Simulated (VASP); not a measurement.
# Al (P6_3/mmc) in VASP: notebook, part 3 of 3

VASP 6.6.1. Earlier steps stand in the parts before.

## Step 5: Single point, r2SCAN

File POSCAR:

```
Al
1.0
    2.8124550000      0.0000000000      0.0000000000
   -1.4062275000      2.4356574770      0.0000000000
    0.0000000000      0.0000000000      4.8668500000
Al
2
Direct
    0.6666666667      0.3333333333      0.7500000000
    0.3333333333      0.6666666667      0.2500000000
```

File INCAR.step1:

```
SYSTEM = Al
PREC = Accurate
ENCUT = 550
ISMEAR = -1
SIGMA = 0.05
LREAL = .FALSE.
LASPH = .TRUE.
NELM = 120
NBANDS = 10
GGA = PE
ALGO = Normal
EDIFF = 1E-5
LWAVE = .TRUE.
LCHARG = .FALSE.
GGA_COMPAT = .FALSE.
```

File INCAR.step2:

```
SYSTEM = Al
PREC = Accurate
ENCUT = 550
EDIFF = 1E-6
ISMEAR = -1
SIGMA = 0.05
LREAL = .FALSE.
LASPH = .TRUE.
NELM = 120
ALGO = Normal
ISIF = 2
LWAVE = .FALSE.
LCHARG = .FALSE.
METAGGA = R2SCAN
LMIXTAU = .TRUE.
NBANDS = 10
ISTART = 1
GGA_COMPAT = .FALSE.
```

File KPOINTS:

```
Automatic mesh
0
G
  11 11 6
  0 0 0
```

Potentials or basis: VASP PAW PBE potentials, release 64 (Al).

Started as:

```sh
$ cat potpaw_PBE.64/Al/POTCAR > POTCAR
$ cp INCAR.step1 INCAR
$ mpirun -np 1 vasp_std > vasp.out
$ cp INCAR.step2 INCAR
$ mpirun -np 1 vasp_std > vasp.out
```

OUTCAR:

```text
SYSTEM = Al
   PREC = Accurate
   ENCUT = 550
   EDIFF = 1E-6
   ISMEAR = -1
   LREAL = .FALSE.
   LASPH = .TRUE.
   NELM = 120
   ISIF = 2
   METAGGA = R2SCAN
   ISTART = 1

 ion  position               nearest neighbor table
   1  0.667  0.333  0.750-   2 2.93   2 2.93   2 2.93   2 2.93   2 2.93   2 2.93
   2  0.333  0.667  0.250-   1 2.93   1 2.93   1 2.93   1 2.93   1 2.93   1 2.93

  LATTYP: Found a hexagonal cell.
 ALAT       =     2.8124550000
 C/A-ratio  =     1.7304632430

  Lattice vectors:

 A1 = (   2.8124550000,   0.0000000000,   0.0000000000)
 A2 = (  -1.4062275000,   2.4356574770,   0.0000000000)
 A3 = (   0.0000000000,   0.0000000000,   4.8668500000)

Analysis of symmetry for initial positions (statically):
=====================================================================
 Subroutine PRICEL returns:
 Original cell was already a primitive cell.

 Routine SETGRP: Setting up the symmetry group for a
 hexagonal supercell.

 Subroutine GETGRP returns: Found 24 space group operations
 (whereof 12 operations were pure point group operations)
 out of a pool of 24 trial point group operations.

[... 163 lines left out ...]

 E-fermi :   7.9512     XC(G=0): -10.8761

 val. band max:        7.8553172454   @ k =   0.2727   0.1818   0.3333
 cond. band min:       7.9684348427   @ k =   0.4545   0.0000   0.0000
 fundamental gap:      0.1131175973
 Fermi energy:         7.9512153187

 k-point     1 :       0.0000    0.0000    0.0000
  band No.  band energies     occupation
      1      -3.8678      2.00000
      2       2.6400      2.00000
      3       2.6558      2.00000
      4      19.6935      0.00000
      5      20.1577      0.00000
      6      20.1577      0.00000
      7      20.2679      0.00000
      8      20.2679      0.00000
      9      21.2545      0.00000
     10      23.6577      0.00000
[... 287 lines left out ...]
 k-point    24 :       0.1818    0.0909    0.1667
  band No.  band energies     occupation
      1      -2.1572      2.00000
      2       2.1623      2.00000
      3       6.3518      2.00000
      4      11.7305      0.00000
      5      13.8170      0.00000
      6      15.8497      0.00000
      7      17.7487      0.00000
      8      18.5377      0.00000
      9      19.8208      0.00000
     10      21.3650      0.00000

 [... further k-points ...]
[... 5 lines left out ...]
  --------------------------------------------------------------------------------------
  -------------------------------------------------------------------------------------
  Total       -0.2599687     -0.2599687     -1.4278724      0.0000000      0.0000000      0.0000000
  in kB      -12.4934371    -12.4934371    -68.6199209      0.0000000      0.0000000      0.0000000
  external PRESSURE =     -31.2022650 kB  Pullay stress =       0.0000000 kB

 VOLUME and BASIS-vectors are now :
 -----------------------------------------------------------------------------
  energy-cutoff  :      550.00
  volume of cell :       33.34
      direct lattice vectors                 reciprocal lattice vectors
     2.812455000  0.000000000  0.000000000     0.355561245  0.205283380  0.000000000
    -1.406227500  2.435657477  0.000000000     0.000000000  0.410566760  0.000000000
     0.000000000  0.000000000  4.866850000     0.000000000  0.000000000  0.205471712

 POSITION                                       TOTAL-FORCE (eV/Angst)
 -----------------------------------------------------------------------------------
      1.40623      0.81189      3.65014        -0.000000     -0.000000      0.000000
     -0.00000      1.62377      1.21671         0.000000      0.000000      0.000000
 -----------------------------------------------------------------------------------
    total drift:                                0.000000     -0.000000      0.000000

  FREE ENERGIE OF THE ION-ELECTRON SYSTEM (eV)
  ---------------------------------------------------
  free  energy   TOTEN  =       -13.3887041663 eV

  energy  without entropy=      -13.3847191892  energy(sigma->0) =      -13.38671168
```

OUTCAR.step1:

```text
SYSTEM = Al
   PREC = Accurate
   ENCUT = 550
   ISMEAR = -1
   LREAL = .FALSE.
   LASPH = .TRUE.
[... 536 lines left out ...]
      1.40623      0.81189      3.65014         0.000000     -0.000000      0.000000
     -0.00000      1.62377      1.21671        -0.000000      0.000000      0.000000
 -----------------------------------------------------------------------------------
    total drift:                                0.000000     -0.000000      0.000000

  FREE ENERGIE OF THE ION-ELECTRON SYSTEM (eV)
  ---------------------------------------------------
  free  energy   TOTEN  =        -7.4357125115 eV

  energy  without entropy=       -7.4311783740  energy(sigma->0) =       -7.43344544
```

It took 33 s on 1 thread of Intel Xeon Platinum 8488C (Sapphire Rapids), shared host; peak memory 0.16 GiB.

What came out:

| Item | Value |
| --- | --- |
| Free energy | -13.3887 eV |
| Pressure | -3.1 GPa |
| Band gap on the k mesh | zero (band 3 reaches 11.57 eV, above the bottom of band 4 at 4.86 eV) |

Stress tensor (GPa, compression positive):
```
-1.25  0.00  0.00
 0.00 -1.25  0.00
 0.00  0.00 -6.86
```

Caveat: the PAW data sets were made with another functional, which shifts forces and pressure a little.

## Step 6: Overview

```csv
k mesh,gap on the mesh (eV),pressure (GPa)
6 × 6 × 3,none,-1.3
7 × 7 × 4,none,-3.0
9 × 9 × 5,none,-3.0
11 × 11 × 6,none,-3.1
```

Alike in all rows: task single point; level r2SCAN; potentials or basis VASP PAW PBE potentials, release 64 (Al); no spin polarisation; cell as given; cutoff (eV) 550; smearing fermi-dirac 0.05 eV.

Caveats: some runs use coarse meshes; the PAW data sets were made with another functional, which shifts forces and pressure a little.

Absolute energies hang on the potentials; compare differences alone.
